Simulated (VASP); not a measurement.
# BAs (F-43m) in VASP: further runs, part 2 of 2

VASP 6.6.1. The steps go on from the part before.

### 4 Relaxation of cell and atoms, LDA

The input, INCAR:

```
SYSTEM = BAs
PREC = Accurate
ENCUT = 600
EDIFF = 1E-7
ISMEAR = 0
SIGMA = 0.01
LREAL = .False.
LASPH = .True.
NELM = 100
ALGO = Normal
ISIF = 3
LWAVE = .False.
LCHARG = .False.
GGA = CA
IBRION = 2
NSW = 100
EDIFFG = -0.02
```

The input, KPOINTS:

```
Automatic mesh
0
Gamma
  6 6 6
  0 0 0
```

The input, POSCAR:

```
BAs
1.0
    0.0000000000      2.3885000000      2.3885000000
    2.3885000000      0.0000000000      2.3885000000
    2.3885000000      2.3885000000      0.0000000000
B As
1 1
Direct
    0.0000000000      0.0000000000      0.0000000000
    0.2500000000      0.2500000000      0.2500000000
```

Potentials or basis: VASP PAW LDA potentials, release 64 (B, As).

Command:

```console
$ cat potpaw_LDA.64/B/POTCAR potpaw_LDA.64/As/POTCAR > POTCAR
$ mpirun -np 1 vasp_std > vasp.out
```

OUTCAR:

```text
SYSTEM = BAs
   PREC = Accurate
   ENCUT = 600
   EDIFF = 1E-7
   ISMEAR = 0
   LREAL = .False.
   LASPH = .True.
   NELM = 100
   ISIF = 3
   GGA = CA
   IBRION = 2
   NSW = 100
   EDIFFG = -0.02

 ion  position               nearest neighbor table
   1  0.000  0.000  0.000-   2 2.07   2 2.07   2 2.07   2 2.07
   2  0.250  0.250  0.250-   1 2.07   1 2.07   1 2.07   1 2.07

  LATTYP: Found a face centered cubic cell.
 ALAT       =     4.7770000000

  Lattice vectors:

 A1 = (   0.0000000000,   2.3885000000,   2.3885000000)
 A2 = (   2.3885000000,   0.0000000000,   2.3885000000)
 A3 = (   2.3885000000,   2.3885000000,   0.0000000000)

[... 172 lines left out ...]
  --------------------------------------------------------------------------------------
  -------------------------------------------------------------------------------------
  Total       -0.5207735     -0.5207735     -0.5207735      0.0000000      0.0000000     -0.0000000
  in kB      -30.6163705    -30.6163705    -30.6163705      0.0000000      0.0000000     -0.0000000
  external PRESSURE =     -30.6163705 kB  Pullay stress =       0.0000000 kB
[... 59 lines left out ...]
--------------------------------------- Ionic step        3  -------------------------------------------

 number of electron       8.0000000 magnetization

 Free energy of the ion-electron system (eV)
  ---------------------------------------------------
  ext. energy  EPLUGINS =         0.00000000
  ---------------------------------------------------
  free energy    TOTEN  =       -12.90853232 eV

  energy without entropy =      -12.90853232  energy(sigma->0) =      -12.90853232

 E-fermi :   6.5322     XC(G=0): -10.8723

 val. band max:        6.4087417349   @ k =   0.0000   0.0000   0.0000
 cond. band min:       7.6146644803   @ k =   0.3333   0.3333   0.0000
 fundamental gap:      1.2059227454
 Fermi energy:         6.5322333521

 k-point     1 :       0.0000    0.0000    0.0000
  band No.  band energies     occupation
      1      -9.1674      2.00000
      2       6.4087      2.00000
      3       6.4087      2.00000
      4       6.4087      2.00000
      5       9.6833      0.00000
      6       9.6833      0.00000
      7       9.6833      0.00000
      8      11.3790      0.00000
[... 192 lines left out ...]
  FREE ENERGIE OF THE ION-ELECTRON SYSTEM (eV)
  ---------------------------------------------------
  free  energy   TOTEN  =       -12.9085323192 eV

  energy  without entropy=      -12.9085323192  energy(sigma->0) =      -12.90853232

 reached required accuracy - stopping structural energy minimisation
```

OSZICAR:

```text
N       E                     dE             d eps       ncg     rms          rms(c)
DAV:   1     0.165502714481E+02    0.16550E+02   -0.42233E+03   256   0.993E+02
DAV:   2    -0.132199701840E+02   -0.29770E+02   -0.28800E+02   408   0.116E+02
DAV:   3    -0.136313121128E+02   -0.41134E+00   -0.41134E+00   288   0.187E+01
[... 23 lines left out ...]
DAV:   3    -0.129085785812E+02    0.61638E-03   -0.13481E-03   296   0.207E-01    0.454E-02
DAV:   4    -0.129085363630E+02    0.42218E-04   -0.68826E-05   320   0.554E-02    0.277E-02
DAV:   5    -0.129085324787E+02    0.38843E-05   -0.55621E-06   328   0.158E-02    0.141E-02
DAV:   6    -0.129085323221E+02    0.15657E-06   -0.32150E-07   272   0.402E-03    0.946E-04
DAV:   7    -0.129085323192E+02    0.29235E-08   -0.18910E-08   136   0.896E-04
   3 F= -.12908532E+02 E0= -.12908532E+02  d E =-.567796E-02
```

Wall time 22 s (1 thread of Intel Xeon 8259CL, shared host); peak memory 0.14 GiB.

What came out:

- Free energy: -12.9085 eV
- Relaxed volume: 13.33 Å³/atom
- Relaxed cell: a = 3.354 Å, b = 3.354 Å, c = 3.354 Å, α = 60.00°, β = 60.00°, γ = 60.00°
- Space group after relaxing (to 0.05 Å): F-43m (No. 216)
- Energy gained by relaxing: 2.8 meV/atom
- Ionic steps: 3
- Pressure after relaxing: 0.0 GPa
- Band gap on the k mesh: 1.21 eV, indirect (least direct gap 3.27 eV)

Step by step:
```tsv
step	energy change (eV)	largest force (eV/Å)	pressure (GPa)	volume (Å³)
1	0.0000	0.0000	-3.06	27.25
2	-0.0024	0.0000	2.49	26.24
3	-0.0057	0.0000	-0.01	26.67
```

Final structure:
```
B As
1.0
     0.00000    2.37136    2.37136
     2.37136    0.00000    2.37136
     2.37136    2.37136    0.00000
B As
1 1
Cartesian
  0.0000 0.0000 0.0000
  1.1857 1.1857 1.1857
```

Levels at points of the mesh, in eV from the valence-band top:
```csv
k point,band 1,band 2,band 3,band 4,band 5,band 6,band 7,band 8
"(0.00, 0.00, 0.00)",-15.58,0.00,0.00,0.00,3.27,3.27,3.27,4.97
"(0.50, 0.00, 0.00)",-12.64,-8.92,-1.85,-1.85,2.82,4.77,4.77,8.73
"(0.50, 0.50, 0.00)",-11.33,-8.55,-4.17,-4.17,1.32,1.39,11.44,11.44
```

A k mesh can miss the band edges. LDA usually gives volumes a few per cent too small.

### 5 The runs side by side

| level | potentials or basis | gap on the mesh (eV) | pressure (GPa) | relaxed volume (Å³/atom) |
| --- | --- | --- | --- | --- |
| PBE+D4 | VASP PAW PBE potentials, release 64 (B, As) | 1.27 | 0.0 | 13.53 |
| PBEsol | VASP PAW PBE potentials, release 64 (B, As) | 1.18 | 0.1 | - |
| LDA | VASP PAW LDA potentials, release 64 (B, As) | 1.21 | 0.0 | 13.33 |

Alike in all rows: task relaxation of cell and atoms; no spin polarisation; cell relaxed; k mesh 6 × 6 × 6; cutoff (eV) 600; smearing gaussian 0.01 eV.

Caveats: the relaxation stopped at its first step, so nothing moved (some runs); the PAW data sets were made with another functional, which shifts forces and pressure a little (some runs).

Total energies depend on the potentials used, so only differences within one code and one set of settings carry meaning.
